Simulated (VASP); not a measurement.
# MoS2 (Ibam) in VASP: further runs

The runs below take MoS2 through single point, with PBEsol, r2SCAN+rVV10.

Program: VASP 6.6.1. These are calculated values, not measurements. Logs are shortened: lines on timing, memory, paths and dates and some standing lists are left out, and cuts for length are marked.

### Step 1. The cell of the first run

It takes space group Ibam (No. 72, orthorhombic). Conventional cell: a = 5.596 Å, b = 9.909 Å, c = 5.667 Å, α = 90.00°, β = 90.00°, γ = 90.00°. Mo (site symmetry 222) has 4 S at 2.26 Å and 2 Mo at 2.83 Å within 3.0 Å. S (site symmetry m) has 2 Mo at 2.26 Å within 3.0 Å.

### Step 2. Single point, PBEsol

The input, INCAR:

```
PREC = Accurate ; ENCUT = 520
EDIFF = 1E-6 ; ISMEAR = -1
SIGMA = 0.03 ; LREAL = F
LASPH = T ; NELM = 60
ALGO = Normal ; ISIF = 2
LWAVE = F ; LCHARG = F
GGA = PS ; NBANDS = 35
```

The input, KPOINTS:

```
regular mesh
0
Gamma
  6 6 6
```

The input, POSCAR:

```
MoS2
1.0
   -2.7980475189      4.9544629927      2.8336482064
    2.7980475189     -4.9544629927      2.8336482064
    2.7980475189      4.9544629927     -2.8336482064
Mo S
2 4
Direct
    0.7500000000      0.7500000000      0.0000000000
    0.2500000000      0.2500000000      0.0000000000
    0.8867362385      0.7568776798      0.6436139183
    0.1132637615      0.2431223202      0.3563860817
    0.6132637615      0.2568776798      0.8701414413
    0.3867362385      0.7431223202      0.1298585587
```

Potentials or basis: VASP PAW PBE potentials, release 64 (Mo_sv, S).

On the command line:

```console
cat potpaw_PBE.64/Mo_sv/POTCAR potpaw_PBE.64/S/POTCAR > POTCAR
mpirun -np 1 vasp_std > vasp.out
```

OUTCAR:

```text
PREC = Accurate
   ENCUT = 520
   EDIFF = 1E-6
   ISMEAR = -1
   LREAL = F
   LASPH = T
   NELM = 60
   ISIF = 2
   GGA = PS

 ion  position               nearest neighbor table
   1  0.750  0.750  0.000-   3 2.26   4 2.26   5 2.26   6 2.26   2 2.83   2 2.83
   2  0.250  0.250  0.000-   3 2.26   4 2.26   5 2.26   6 2.26   1 2.83   1 2.83
   3  0.887  0.757  0.644-   1 2.26   2 2.26
   4  0.113  0.243  0.356-   1 2.26   2 2.26
   5  0.613  0.257  0.870-   1 2.26   2 2.26
   6  0.387  0.743  0.130-   1 2.26   2 2.26

  LATTYP: Found a body centered orthorhombic cell.
 ALAT       =     5.5960950378
 B/A-ratio  =     1.0127234035
 C/A-ratio  =     1.7706857940

  Lattice vectors:

 A1 = (  -2.7980475189,   4.9544629927,  -2.8336482064)
 A2 = (   2.7980475189,   4.9544629927,   2.8336482064)
 A3 = (   2.7980475189,  -4.9544629927,  -2.8336482064)

Analysis of symmetry for initial positions (statically):
=====================================================================
 Subroutine PRICEL returns:
 Original cell was already a primitive cell.

 Routine SETGRP: Setting up the symmetry group for a
 body centered orthorhombic supercell.

 Subroutine GETGRP returns: Found  8 space group operations
 (whereof  4 operations were pure point group operations)
 out of a pool of  8 trial point group operations.

The static configuration has the point symmetry C_2h.
 The point group associated with its full space group is D_2h.

Analysis of symmetry for dynamics (positions and initial velocities):
=====================================================================
 Subroutine PRICEL returns:
 Original cell was already a primitive cell.

 Routine SETGRP: Setting up the symmetry group for a
 body centered orthorhombic supercell.

 Subroutine GETGRP returns: Found  8 space group operations
 (whereof  4 operations were pure point group operations)
 out of a pool of  8 trial point group operations.

The dynamic configuration has the point symmetry C_2h.
 The point group associated with its full space group is D_2h.

 Subroutine INISYM returns: Found  8 space group operations
 (whereof  4 operations are pure point group operations),
 and found     1 'primitive' translations

----------------------------------------------------------------------------------------

                                     Primitive cell

  volume of cell :     157.1295
[... 97 lines left out ...]
   EDIFF  = 0.1E-05   stopping-criterion for ELM
   LREAL  =      F    real-space projection
   EDIFFG = 0.1E-04   stopping-criterion for IOM
   NSW    =      0    number of steps for IOM
   IBRION =     -1    ionic relax: 0-MD 1-quasi-New 2-CG
   NFREE  =      0    steps in history (QN), initial steepest desc. (CG)
   ISIF   =      2    stress and relaxation
   ISYM   =      2    0-nonsym 1-usesym 2-fastsym
   POTIM  = 0.5000    time-step for ionic-motion
   TEBEG  =    0.0;   TEEND  =   0.0 temperature during run
   PSTRESS=    0.0 pullay stress
   NELECT =      52.0000    total number of electrons
   NUPDOWN=      -1.0000    fix difference up-down
   EMIN   =  10.00;   EMAX   =-10.00  energy-range for DOS
   EFERMI =   0.00;   METHOD = LEGACY
   ISMEAR =    -1;   SIGMA  =   0.03  broadening in eV -4-tet -1-fermi 0-gaus
   EFERMI_NEDOS =   21; number of points for ismear=-14 and -15
   IALGO  =     38    algorithm
   IMIX   =      4    mixing-type and parameters
     AMIX     =   0.40;   BMIX     =  1.00
     AMIX_MAG =   1.60;   BMIX_MAG =  1.00
  volume/ion in A,a.u.               =      26.19       176.73
  Fermi-wavevector in a.u.,A,eV,Ry     =   1.132374  2.139878 17.446370  1.282272
  Thomas-Fermi vector in A             =   2.269075
   LORBIT       =      0    0 simple, 1 ext, 2 COOP (PROOUT), +10 PAW based schemes
   GGA     = PS    functional components
   LHFCALC =     F    Hartree Fock is set to
   AEXX    =    0.0000 exact exchange contribution
   IVDW    =     0    specifies the selected vdW correction
   LEPSILON=     F    determine dielectric tensor
   LRPA    =     F    only Hartree local field effects (RPA)
 non-spin polarized calculation
  energy-cutoff  :      520.00
  volume of cell :      157.13
 maximum number of plane-waves:      4282
   NGX = 23   NGY = 23   NGZ = 23

 number of electron      52.0000005 magnetization

 Free energy of the ion-electron system (eV)
  ---------------------------------------------------
  ext. energy  EPLUGINS =         0.00000000
  ---------------------------------------------------
  free energy    TOTEN  =       -43.34776626 eV

  energy without entropy =      -43.34134354  energy(sigma->0) =      -43.34455490

 E-fermi :   3.0889     XC(G=0):  -8.9070

 val. band max:        3.0439852135   @ k =  -0.3333   0.3333   0.3333
 cond. band min:       3.1151041540   @ k =  -0.3333   0.3333   0.1667
 fundamental gap:      0.0711189405
 Fermi energy:         3.0889095030

 k-point     1 :       0.0000    0.0000    0.0000
  band No.  band energies     occupation
      1     -57.6859      2.00000
      2     -57.6051      2.00000
      3     -32.2935      2.00000
      4     -31.9523      2.00000
      5     -31.8502      2.00000
      6     -31.8257      2.00000
[... 901 lines left out ...]
     34       6.7866      0.00000
     35       9.7030      0.00000

 [... further k-points ...]

------------------------ aborting loop because EDIFF is reached ----------------------------------------

  FORCE on cell =-STRESS in cart. coord.  units (eV):
  Direction    XX          YY          ZZ          XY          YZ          ZX
  --------------------------------------------------------------------------------------
  -------------------------------------------------------------------------------------
  Total       -0.0404361     -0.0204804     -0.0046275      0.0000000      0.0000000      0.0000000
  in kB       -0.4123082     -0.2088295     -0.0471840      0.0000000      0.0000000      0.0000000
  external PRESSURE =      -0.2227739 kB  Pullay stress =       0.0000000 kB

 VOLUME and BASIS-vectors are now :
 -----------------------------------------------------------------------------
  energy-cutoff  :      520.00
  volume of cell :      157.13
      direct lattice vectors                 reciprocal lattice vectors
    -2.798047519  4.954462993  2.833648206     0.000000000  0.100919111  0.176450979
     2.798047519 -4.954462993  2.833648206     0.178696036  0.000000000  0.176450979
     2.798047519  4.954462993 -2.833648206     0.178696036  0.100919111  0.000000000

 POSITION                                       TOTAL-FORCE (eV/Angst)
 -----------------------------------------------------------------------------------
      0.00000      0.00000      4.25047         0.000000      0.000000      0.000000
      0.00000      0.00000      1.41682         0.000000      0.000000      0.000000
      1.43751      3.83214      2.83365        -0.000167     -0.001894     -0.000000
      1.36054      1.12232      0.00000         0.000167      0.001894      0.000000
      1.43751      6.07679      0.00000        -0.000167      0.001894      0.000000
      1.36054     -1.12232      2.83365         0.000167     -0.001894     -0.000000
 -----------------------------------------------------------------------------------
    total drift:                               -0.000000      0.000000      0.000000

  FREE ENERGIE OF THE ION-ELECTRON SYSTEM (eV)
  ---------------------------------------------------
  free  energy   TOTEN  =       -43.3477662608 eV

  energy  without entropy=      -43.3413435447  energy(sigma->0) =      -43.34455490
```

It took 2.3 min on 1 thread of Intel Xeon 6975P-C (Granite Rapids), shared host; peak memory 0.43 GiB.

Results:

| Quantity | Value |
| --- | --- |
| Free energy | -43.3478 eV |
| Pressure | 0.0 GPa |

Levels at points of the mesh, in eV from the Fermi level:
```
           k point  band 22  band 23  band 24  band 25  band 26  band 27  band 28  band 29  band 30  band 31
(0.00, 0.00, 0.00)    -2.11    -2.08    -2.06    -0.31    -0.14     0.34     1.39     1.72     1.98     2.78
(0.50, 0.00, 0.00)    -2.87    -2.24    -2.24    -0.26    -0.26     1.11     1.11     1.56     1.56     3.10
(0.00, 0.50, 0.00)    -2.69    -2.53    -2.53    -0.26    -0.26     1.44     1.44     1.72     1.72     3.39
(0.50, 0.50, 0.00)    -2.51    -1.75    -1.23    -0.66    -0.14     0.15     1.32     2.10     2.29     2.59
(0.50, 0.50, 0.50)    -1.69    -1.64    -1.50    -0.77    -0.25     0.05     1.62     1.94     2.14     2.22
```

Caveat: the PAW data sets were made with another functional, which shifts forces and pressure a little.

### Step 3. Single point, r2SCAN+rVV10

This run uses another cell than the first one, of 25.54 Å³/atom.

The input, POSCAR:

```
MoS2
1.0
   -2.5156603350      5.3614568122      2.8402017231
    2.5156603350     -5.3614568122      2.8402017231
    2.5156603350      5.3614568122     -2.8402017231
Mo S
2 4
Direct
    0.7500000000      0.7500000000      0.0000000000
    0.2500000000      0.2500000000      0.0000000000
    0.8785120437      0.7613853538      0.6398973975
    0.1214879563      0.2386146462      0.3601026025
    0.6214879563      0.2613853538      0.8828733101
    0.3785120437      0.7386146462      0.1171266899
```

The input, INCAR.step1:

```
SYSTEM = MoS2
PREC = Accurate ; ENCUT = 520
ISMEAR = -1 ; SIGMA = 0.03
LREAL = .False. ; LASPH = .True.
NELM = 60 ; NBANDS = 35
GGA = PE ; ALGO = Normal
EDIFF = 1E-4 ; LWAVE = .True.
LCHARG = .False.
```

The input, INCAR.step2:

```
SYSTEM = MoS2
PREC = Accurate ; ENCUT = 520
EDIFF = 1E-6 ; ISMEAR = -1
SIGMA = 0.03 ; LREAL = .False.
LASPH = .True. ; NELM = 60
ALGO = Normal ; ISIF = 2
LWAVE = .False. ; LCHARG = .False.
METAGGA = R2SCAN ; LMIXTAU = .True.
LUSE_VDW = .True. ; IVDW_NL = 2
BPARAM = 11.95 ; CPARAM = 0.0093
NBANDS = 35 ; ISTART = 1
```

The input, KPOINTS:

```
regular mesh
0
Gamma
  6 6 6
  0 0 0
```

Potentials or basis: VASP PAW PBE potentials, release 64 (Mo_sv, S).

On the command line:

```console
cat potpaw_PBE.64/Mo_sv/POTCAR potpaw_PBE.64/S/POTCAR > POTCAR
cp INCAR.step1 INCAR
mpirun -np 1 vasp_std > vasp.out
cp INCAR.step2 INCAR
mpirun -np 1 vasp_std > vasp.out
```

It took 13 min on 1 thread of Intel Xeon 6975P-C (Granite Rapids), shared host; peak memory 0.92 GiB.

Results (log left out):

```yaml
Free_energy: -86.0249 eV
Pressure: 0.1 GPa
Largest_force: 0.011 eV/Å
Band_gap_on_the_k_mesh: zero (bands 26 and 27 overlap by 0.18 eV)
```

Forces on the atoms (eV/Å):
```
Mo   0.000  0.000  0.000
Mo   0.000  0.000  0.000
S   -0.008 -0.007  0.000
S    0.008  0.007  0.000
S   -0.008  0.007  0.000
S    0.008 -0.007  0.000
```

Stress tensor (GPa, compression positive):
```
0.02 0.00 0.00
0.00 0.01 0.00
0.00 0.00 0.18
```

Levels at points of the mesh, in eV from the Fermi level:
| k point | band 23 | band 24 | band 25 | band 26 | band 27 | band 28 | band 29 | band 30 |
| --- | --- | --- | --- | --- | --- | --- | --- | --- |
| (0.00, 0.00, 0.00) | -2.03 | -1.85 | -0.54 | -0.23 | -0.14 | 1.42 | 2.27 | 2.43 |
| (0.50, 0.00, 0.00) | -2.22 | -2.22 | -0.34 | -0.34 | 1.18 | 1.18 | 1.68 | 1.68 |
| (0.00, 0.50, 0.00) | -2.52 | -2.52 | -0.33 | -0.33 | 1.52 | 1.52 | 1.94 | 1.94 |
| (0.50, 0.50, 0.00) | -1.97 | -1.58 | -0.56 | 0.04 | 0.21 | 1.53 | 2.08 | 2.47 |
| (0.50, 0.50, 0.50) | -1.64 | -1.52 | -0.66 | -0.25 | -0.05 | 2.01 | 2.20 | 2.53 |

Caveat: the PAW data sets were made with another functional, which shifts forces and pressure a little.
